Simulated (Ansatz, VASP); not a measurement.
WS2: VASP beside Ansatz

```
S W
1.0
     3.15955    0.00000    0.00000
    -1.57977    2.73625    0.00000
     0.00000    0.00000   23.80426
S W
4 2
Direct
  0.33333 0.66667 0.18904
  0.33333 0.66667 0.32146
  0.33333 0.16667 0.45757
  0.33333 0.16667 0.58999
  0.66667 0.33333 0.25525
  0.00000 0.50000 0.52378
```

Alike in both runs: task single point; functional PBE; dispersion D3(BJ); k mesh 9 × 9 × 1; occupations gaussian, width 0.05 eV; no spin polarisation.

|  | VASP | Ansatz |
| --- | --- | --- |
| version | VASP 6.6.1 | Ansatz 0.2.0 |
| potentials or method | VASP PAW PBE potentials, release 64 (S, W_sv), cutoff 520 eV | scalar-relativistic, plane waves, PAW |
| valence electrons in the cell | 52 | 52 |

|  | VASP | Ansatz | Ansatz less VASP |
| --- | --- | --- | --- |
| gap on the k mesh at the Fermi level (eV) | 1.65 | 1.64 | -0.010 |
| least direct gap on the mesh (eV) | 1.90 | 1.90 | -0.003 |
| rms of the force components (eV/Å) | 0.017 | 0.018 | +0.0002 |

Ansatz's warnings: xc potential rough in thin density.

Neither program's run includes spin-orbit coupling.
